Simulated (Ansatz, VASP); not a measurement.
**Two plane-wave programs on TaN**

File INCAR:

```
SYSTEM = TaN
ALGO = Normal ; EDIFF = 1E-6
ENCUT = 700 ; GGA = PE
GGA_COMPAT = .False. ; ISIF = 2
ISMEAR = 0 ; LASPH = .True.
LCHARG = .False. ; LREAL = .False.
LWAVE = .False. ; NBANDS = 26
NELM = 120 ; PREC = Accurate
SIGMA = 0.15
```

Contents of KPOINTS:

```
k-points
0
Gamma
  18 18 8
  0 0 0
```

Contents of POSCAR:

```
TaN
1.0
    2.9802191287      0.0000000000      0.0000000000
   -1.4901095644      2.5809454743      0.0000000000
    0.0000000000      0.0000000000      6.0069296759
Ta N
2 2
Direct
    0.3333333333      0.6666666667      0.0304880884
    0.6666666667      0.3333333333      0.5304880884
    0.3333333333      0.6666666667      0.3545119116
    0.6666666667      0.3333333333      0.8545119116
```

Input for Ansatz:

```yaml
crystal:
  lattice:
    - [2.9802191287, 0.0, 0.0]
    - [-1.4901095644, 2.5809454743, 0.0]
    - [0.0, 0.0, 6.0069296759]
  atoms:
    - { symbol: Ta, position: [0.3333333333, 0.6666666667, 0.0304880884] }
    - { symbol: Ta, position: [0.6666666667, 0.3333333333, 0.5304880884] }
    - { symbol: "N", position: [0.3333333333, 0.6666666667, 0.3545119116] }
    - { symbol: "N", position: [0.6666666667, 0.3333333333, 0.8545119116] }
basis:
  ecutwfc: 520.0
kpoints:
  mp_grid: { grid: [18, 18, 8] }
hamiltonian:
  xc: pbe
  pseudopotentials: { kind: paw, azcp: { folder: soft_1 } }
scf:
  occupations: { method: gaussian, width: 0.15 }
output:
  forces: true
  stress: true
  eigenvalues: true
```

Alike in both runs: task single point; functional PBE; k mesh 18 × 18 × 8; occupations gaussian, width 0.15 eV; no spin polarisation.

|  | VASP | Ansatz |
| --- | --- | --- |
| version | VASP 6.6.1 | Ansatz 0.2.0 |
| potentials or method | VASP PAW PBE potentials, release 64 (Ta_sv_GW, N), cutoff 700 eV | scalar-relativistic, plane waves, PAW |
| valence electrons in the cell | 36 | 36 |

VASP gave:

* gap on the k mesh at the Fermi level (eV): none
* rms of the force components (eV/Å): 0.572

Task: Which values does Ansatz return?

Result: gap on the k mesh at the Fermi level (eV): none; rms of the force components (eV/Å): 0.569.

Atom by atom the forces differ by 0.003 eV/Å (rms over components). A gap of «none» marks a metal or a gap that the smearing closes. The functional is the same, so the differences come from potentials, cutoffs and numerics.

Spin-orbit coupling is off throughout.
